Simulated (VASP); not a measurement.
# Ti (Fd-3m) in VASP: single point with LDA

Aim: the single point of Ti with LDA.

Everything below comes from runs of VASP 6.6.1. Logs are shortened: lines on timing, memory, paths and dates and some standing lists are left out, and cuts for length are marked.

### Step 1. The cell of the first run

It takes space group Fd-3m (No. 227, cubic). Conventional cell: a = 5.372 Å, b = 5.372 Å, c = 5.372 Å, α = 90.00°, β = 90.00°, γ = 90.00°. Ti (site symmetry -43m) has 4 Ti at 2.33 Å within 3.1 Å.

This isn't the form of Ti at room conditions, which is hcp.

### Step 2. Single point, LDA

INCAR reads:

```
  ALGO = Normal
  EDIFF = 1E-6
  ENCUT = 520
  GGA = CA
  ISIF = 2
  ISMEAR = -1
  LASPH = True
  LCHARG = True
  LELF = True
  LREAL = False
  LVHAR = True
  LWAVE = False
  NBANDS = 19
  NELM = 80
  PREC = Accurate
  SIGMA = 0.13605693000000002
```

KPOINTS reads:

```
k-points
0
Gamma
  9 9 9
```

POSCAR reads:

```
Ti
1.0
    0.0000000000      2.6860736978      2.6860736978
    2.6860736978      0.0000000000      2.6860736978
    2.6860736978      2.6860736978      0.0000000000
Ti
2
Direct
    0.0000000000      0.0000000000      0.0000000000
    0.2500000000      0.2500000000      0.2500000000
```

Potentials or basis: VASP PAW LDA potentials, release 64 (Ti_sv).

Started as:

```sh
cat potpaw_LDA.64/Ti_sv/POTCAR > POTCAR
mpirun -np 1 vasp_std > vasp.out
```

OUTCAR:

```text
EDIFF = 1E-6
   ENCUT = 520
   GGA = CA
   ISIF = 2
   ISMEAR = -1
   LASPH = True
   LREAL = False
   NELM = 80
   PREC = Accurate

 ion  position               nearest neighbor table
   1  0.000  0.000  0.000-   2 2.33   2 2.33   2 2.33   2 2.33
   2  0.250  0.250  0.250-   1 2.33   1 2.33   1 2.33   1 2.33

  LATTYP: Found a face centered cubic cell.
 ALAT       =     5.3721473956

  Lattice vectors:

 A1 = (   0.0000000000,   2.6860736978,   2.6860736978)
 A2 = (   2.6860736978,   0.0000000000,   2.6860736978)
 A3 = (   2.6860736978,   2.6860736978,   0.0000000000)

Analysis of symmetry for initial positions (statically):
=====================================================================
 Subroutine PRICEL returns:
 Original cell was already a primitive cell.

 Routine SETGRP: Setting up the symmetry group for a
 face centered cubic supercell.

 Subroutine GETGRP returns: Found 48 space group operations
 (whereof 24 operations were pure point group operations)
 out of a pool of 48 trial point group operations.

The static configuration has the point symmetry T_d .
 The point group associated with its full space group is O_h .

Analysis of symmetry for dynamics (positions and initial velocities):
=====================================================================
 Subroutine PRICEL returns:
 Original cell was already a primitive cell.

 Routine SETGRP: Setting up the symmetry group for a
 face centered cubic supercell.

 Subroutine GETGRP returns: Found 48 space group operations
 (whereof 24 operations were pure point group operations)
 out of a pool of 48 trial point group operations.

The dynamic configuration has the point symmetry T_d .
 The point group associated with its full space group is O_h .

 Subroutine INISYM returns: Found 48 space group operations
 (whereof 24 operations are pure point group operations),
 and found     1 'primitive' translations

----------------------------------------------------------------------------------------

                                     Primitive cell

  volume of cell :      38.7600

  direct lattice vectors                    reciprocal lattice vectors
     0.000000000  2.686073698  2.686073698    -0.186145302  0.186145302  0.186145302
     2.686073698  0.000000000  2.686073698     0.186145302 -0.186145302  0.186145302
     2.686073698  2.686073698  0.000000000     0.186145302  0.186145302 -0.186145302

  length of vectors
     3.798681853  3.798681853  3.798681853     0.322413121  0.322413121  0.322413121

  position of ions in fractional coordinates (direct lattice)
     0.000000000  0.000000000  0.000000000
     0.250000000  0.250000000  0.250000000

  ion indices of the primitive-cell ions
   primitive index   ion index
                 1           1
                 2           2

----------------------------------------------------------------------------------------

 KPOINTS: k-points

Automatic generation of k-mesh.
 Grid dimensions read from file:
 generate k-points for:    9    9    9

 Generating k-lattice:

  Cartesian coordinates                     Fractional coordinates (reciprocal lattice)
    -0.020682811  0.020682811  0.020682811     0.111111111  0.000000000  0.000000000
     0.020682811 -0.020682811  0.020682811     0.000000000  0.111111111  0.000000000
     0.020682811  0.020682811 -0.020682811     0.000000000  0.000000000  0.111111111

  Length of vectors
     0.035823680  0.035823680  0.035823680

  Shift w.r.t. Gamma in fractional coordinates (k-lattice)
     0.000000000  0.000000000  0.000000000

 Subroutine IBZKPT returns following result:
 ===========================================

 Found     35 irreducible k-points:

 Following reciprocal coordinates:
            Coordinates               Weight
  0.000000  0.000000  0.000000      1.000000
  0.111111  0.000000  0.000000      8.000000
  0.222222  0.000000  0.000000      8.000000
  0.333333  0.000000  0.000000      8.000000
  0.444444  0.000000  0.000000      8.000000
  0.111111  0.111111  0.000000      6.000000
[... 16 lines left out ...]
 -0.333333  0.333333  0.000000     12.000000
  0.444444  0.444444  0.000000      6.000000
 [... further k-points ...]
   k-points           NKPTS =     35   k-points in BZ     NKDIM =     35   number of bands    NBANDS=     19
   number of dos      NEDOS =    301   number of ions     NIONS =      2
   total plane-waves  NPLWV =  21952
   dimension x,y,z NGX =    28 NGY =   28 NGZ =   28
   dimension x,y,z NGXF=    56 NGYF=   56 NGZF=   56
   ions per type =               2
   NGX,Y,Z   is equivalent  to a cutoff of  12.25, 12.25, 12.25 a.u.
   NGXF,Y,Z  is equivalent  to a cutoff of  24.51, 24.51, 24.51 a.u.
 SYSTEM =  unknown system
   PREC   = accura    normal or accurate (medium, high low for compatibility)
   ISTART =      0    job   : 0-new  1-cont  2-samecut
   ICHARG =      2    charge: 1-file 2-atom 10-const
   ISPIN  =      1    spin polarized calculation?
   LNONCOLLINEAR =      F non collinear calculations
   LSORBIT =      F    spin-orbit coupling
   LASPH  =      T    aspherical Exc in radial PAW
   ENCUT  =  520.0 eV  38.22 Ry    6.18 a.u.   7.06  7.06  7.06*2*pi/ulx,y,z
   NELM   =     80;   NELMIN=  2; NELMDL= -5     # of ELM steps
   EDIFF  = 0.1E-05   stopping-criterion for ELM
   LREAL  =      F    real-space projection
   EDIFFG = 0.1E-04   stopping-criterion for IOM
   NSW    =      0    number of steps for IOM
   IBRION =     -1    ionic relax: 0-MD 1-quasi-New 2-CG
   NFREE  =      0    steps in history (QN), initial steepest desc. (CG)
   ISIF   =      2    stress and relaxation
   ISYM   =      2    0-nonsym 1-usesym 2-fastsym
   POTIM  = 0.5000    time-step for ionic-motion
   TEBEG  =    0.0;   TEEND  =   0.0 temperature during run
   PSTRESS=    0.0 pullay stress
   NELECT =      24.0000    total number of electrons
   NUPDOWN=      -1.0000    fix difference up-down
   EMIN   =  10.00;   EMAX   =-10.00  energy-range for DOS
   EFERMI =   0.00;   METHOD = LEGACY
   ISMEAR =    -1;   SIGMA  =   0.14  broadening in eV -4-tet -1-fermi 0-gaus
   EFERMI_NEDOS =   21; number of points for ismear=-14 and -15
   IALGO  =     38    algorithm
   IMIX   =      4    mixing-type and parameters
     AMIX     =   0.40;   BMIX     =  1.00
     AMIX_MAG =   1.60;   BMIX_MAG =  1.00
  volume/ion in A,a.u.               =      19.38       130.78
  Fermi-wavevector in a.u.,A,eV,Ry     =   1.395353  2.636834 26.490667  1.947009
  Thomas-Fermi vector in A             =   2.518813
   LORBIT       =      0    0 simple, 1 ext, 2 COOP (PROOUT), +10 PAW based schemes
   GGA     = CA    functional components
   LHFCALC =     F    Hartree Fock is set to
   AEXX    =    0.0000 exact exchange contribution
   IVDW    =     0    specifies the selected vdW correction
   LEPSILON=     F    determine dielectric tensor
   LRPA    =     F    only Hartree local field effects (RPA)
 non-spin polarized calculation
  energy-cutoff  :      520.00
  volume of cell :       38.76
 maximum number of plane-waves:      1053
   NGX = 15   NGY = 15   NGZ = 15

 number of electron      23.9999987 magnetization

 Free energy of the ion-electron system (eV)
  ---------------------------------------------------
  ext. energy  EPLUGINS =         0.00000000
  ---------------------------------------------------
  free energy    TOTEN  =       -12.68527525 eV

  energy without entropy =      -12.37371668  energy(sigma->0) =      -12.52949597

 E-fermi :   6.6189     XC(G=0): -10.9410

 val. band max:        6.6097328928   @ k =   0.3333   0.1111   0.0000
 cond. band min:       6.6323616436   @ k =  -0.3333   0.4444   0.2222
 fundamental gap:      0.0226287509
 Fermi energy:         6.6188529750

 k-point     1 :       0.0000    0.0000    0.0000
  band No.  band energies     occupation
      1     -49.3927      2.00000
      2     -48.5022      2.00000
      3     -26.2624      2.00000
      4     -26.2624      2.00000
      5     -26.2624      2.00000
      6     -25.1499      2.00000
[... 11 lines left out ...]
     18      11.2628      0.00000
     19      11.2628      0.00000

 k-point     2 :       0.1111    0.0000    0.0000
  band No.  band energies     occupation
      1     -49.3734      2.00000
      2     -48.5231      2.00000
      3     -26.2816      2.00000
      4     -26.2816      2.00000
      5     -26.2654      2.00000
      6     -25.1488      2.00000
[... 11 lines left out ...]
     18      11.2460      0.00000
     19      11.2460      0.00000

 k-point     3 :       0.2222    0.0000    0.0000
  band No.  band energies     occupation
      1     -49.3198      2.00000
      2     -48.5805      2.00000
      3     -26.3272      2.00000
      4     -26.3272      2.00000
      5     -26.2746      2.00000
      6     -25.1442      2.00000
[... 11 lines left out ...]
     18      11.1754      0.00000
     19      11.1754      0.00000

 k-point     4 :       0.3333    0.0000    0.0000
  band No.  band energies     occupation
      1     -49.2465      2.00000
      2     -48.6582      2.00000
      3     -26.3752      2.00000
      4     -26.3752      2.00000
      5     -26.2877      2.00000
      6     -25.1356      2.00000
[... 11 lines left out ...]
     18      11.0083      0.00000
     19      11.0083      0.00000

 k-point     5 :       0.4444    0.0000    0.0000
  band No.  band energies     occupation
      1     -49.1858      2.00000
      2     -48.7218      2.00000
      3     -26.4045      2.00000
      4     -26.4045      2.00000
      5     -26.2977      2.00000
      6     -25.1282      2.00000
[... 11 lines left out ...]
     18      10.7697      0.00000
     19      10.7697      0.00000
[... 334 lines left out ...]
      2     -48.8072      2.00000
      3     -26.5397      2.00000
      4     -26.5214      2.00000
      5     -25.9110      2.00000
      6     -25.5188      2.00000
[... 11 lines left out ...]
     18      10.2707      0.00000
     19      11.3727      0.00000

 k-point    22 :      -0.4444    0.3333    0.0000
  band No.  band energies     occupation
      1     -49.0410      2.00000
      2     -48.8706      2.00000
      3     -26.5818      2.00000
      4     -26.5169      2.00000
      5     -25.8714      2.00000
      6     -25.5473      2.00000
[... 11 lines left out ...]
     18      10.9798      0.00000
     19      11.1567      0.00000

 k-point    23 :      -0.3333    0.3333    0.0000
  band No.  band energies     occupation
      1     -49.0666      2.00000
      2     -48.8445      2.00000
      3     -26.5931      2.00000
      4     -26.4831      2.00000
      5     -25.9400      2.00000
      6     -25.4696      2.00000
[... 11 lines left out ...]
     18      10.5873      0.00000
     19      11.2845      0.00000

 k-point    24 :       0.4444    0.4444    0.0000
  band No.  band energies     occupation
      1     -49.0331      2.00000
      2     -48.8787      2.00000
      3     -26.5505      2.00000
      4     -26.5505      2.00000
      5     -25.8133      2.00000
      6     -25.6245      2.00000
[... 11 lines left out ...]
     18      10.6041      0.00000
     19      11.4715      0.00000

 [... further k-points ...]
[... 5 lines left out ...]
  --------------------------------------------------------------------------------------
  -------------------------------------------------------------------------------------
  Total        0.1778008      0.1778008      0.1778008      0.0000000      0.0000000      0.0000000
  in kB        7.3495457      7.3495457      7.3495457      0.0000000      0.0000000      0.0000000
  external PRESSURE =       7.3495457 kB  Pullay stress =       0.0000000 kB

 VOLUME and BASIS-vectors are now :
 -----------------------------------------------------------------------------
  energy-cutoff  :      520.00
  volume of cell :       38.76
      direct lattice vectors                 reciprocal lattice vectors
     0.000000000  2.686073698  2.686073698    -0.186145302  0.186145302  0.186145302
     2.686073698  0.000000000  2.686073698     0.186145302 -0.186145302  0.186145302
     2.686073698  2.686073698  0.000000000     0.186145302  0.186145302 -0.186145302

 POSITION                                       TOTAL-FORCE (eV/Angst)
 -----------------------------------------------------------------------------------
      0.00000      0.00000      0.00000        -0.000000     -0.000000     -0.000000
      1.34304      1.34304      1.34304         0.000000      0.000000      0.000000
 -----------------------------------------------------------------------------------
    total drift:                                0.000000      0.000000      0.000000

  FREE ENERGIE OF THE ION-ELECTRON SYSTEM (eV)
  ---------------------------------------------------
  free  energy   TOTEN  =       -12.6852752536 eV

  energy  without entropy=      -12.3737166833  energy(sigma->0) =      -12.52949597
```

Run time: 23 s. Hardware: 1 thread of Intel Xeon Platinum 8259CL at 2.50GHz (Skylake/Cascade Lake), shared host; peak memory 0.14 GiB.

What came out:

```yaml
Free_energy: -12.6853 eV
Pressure: 0.7 GPa
Band_gap_on_the_k_mesh: zero (bands 12 and 13 overlap by 0.38 eV)
```

Levels at points of the mesh, in eV from the Fermi level:
| k point | band 8 | band 9 | band 10 | band 11 | band 12 | band 13 | band 14 | band 15 | band 16 | band 17 |
| --- | --- | --- | --- | --- | --- | --- | --- | --- | --- | --- |
| (0.00, 0.00, 0.00) | -31.77 | -5.05 | -0.92 | -0.92 | -0.16 | -0.16 | -0.16 | 1.98 | 1.98 | 1.98 |
